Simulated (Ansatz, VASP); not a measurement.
## Two plane-wave programs on CdAu2

INCAR

```
PREC     = Accurate       # precision mode
ENCUT    = 600            # plane-wave cutoff, eV
EDIFF    = 1E-6           # SCF threshold, eV
ISMEAR   = 0              # smearing method
SIGMA    = 0.1            # smearing width, eV
LREAL    = False          # projectors in reciprocal space
LASPH    = True           # aspherical terms in the spheres
NELM     = 60             # most SCF steps
ALGO     = Fast           # electronic algorithm
ISIF     = 3              # what is computed and relaxed
LWAVE    = False          # write WAVECAR
LCHARG   = False          # write CHGCAR
GGA      = PE             # functional
IBRION   = 2              # ionic algorithm
NSW      = 100            # ionic steps
EDIFFG   = -0.01          # ionic threshold
```

KPOINTS

```
Automatic mesh
0
Gamma
  8 8 8
```

The input POSCAR:

```
CdAu2
1.0
    0.0000000000      3.9412094581      3.9412094581
    3.9412094581      0.0000000000      3.9412094581
    3.9412094581      3.9412094581      0.0000000000
Cd Au
2 4
Direct
    0.0000000000      0.0000000000      0.0000000000
    0.2500000000      0.2500000000      0.2500000000
    0.6250000000      0.6250000000      0.6250000000
    0.1250000000      0.6250000000      0.6250000000
    0.6250000000      0.6250000000      0.1250000000
    0.6250000000      0.1250000000      0.6250000000
```

Input for Ansatz:

```yaml
crystal:
  lattice:
    - [0.0, 3.9412094581, 3.9412094581]
    - [3.9412094581, 0.0, 3.9412094581]
    - [3.9412094581, 3.9412094581, 0.0]
  atoms:
    - { symbol: Cd, position: [0.0, 0.0, 0.0] }
    - { symbol: Cd, position: [0.25, 0.25, 0.25] }
    - { symbol: Au, position: [0.625, 0.625, 0.625] }
    - { symbol: Au, position: [0.125, 0.625, 0.625] }
    - { symbol: Au, position: [0.625, 0.625, 0.125] }
    - { symbol: Au, position: [0.625, 0.125, 0.625] }
basis:
  ecutwfc: 420
kpoints:
  mp_grid: { grid: [8, 8, 8] }
hamiltonian:
  xc: pbe
scf:
  occupations: { method: gaussian, width: 0.1 }
output:
  forces: true
  stress: true
  eigenvalues: true
relax:
  adjacent_minimum: "off"
  f_tol: 0.01
  max_steps: 80
  cell: { stress_tol: 0.05 }
```

Alike in both runs: task relaxation of cell and atoms; functional PBE; k mesh 8 × 8 × 8; occupations gaussian, width 0.1 eV; no spin polarisation.

|  | VASP | Ansatz |
| --- | --- | --- |
| version | VASP 6.6.1 | Ansatz 0.2.0 |
| potentials or method | VASP PAW PBE potentials, release 64 (Cd, Au), cutoff 600 eV | scalar-relativistic, plane waves, PAW |
| valence electrons in the cell | 68 | 116 |

|  | VASP | Ansatz | Ansatz less VASP |
| --- | --- | --- | --- |
| gap on the k mesh at the Fermi level, each at its own relaxed structure (eV) | none | none | - |
| relaxed volume (Å³/atom) | 20.30 | 20.30 | -0.001 |
| relaxed length of the cell vector where the two differ most in proportion (Å) | 5.564 | 5.564 | -0.0001 |

A gap of «none» marks a metal or a gap that the smearing closes. VASP's potentials hold 68 valence electrons a cell and Ansatz's 116, so a difference there can come from the potentials and not from the codes.

Spin-orbit coupling is off throughout.
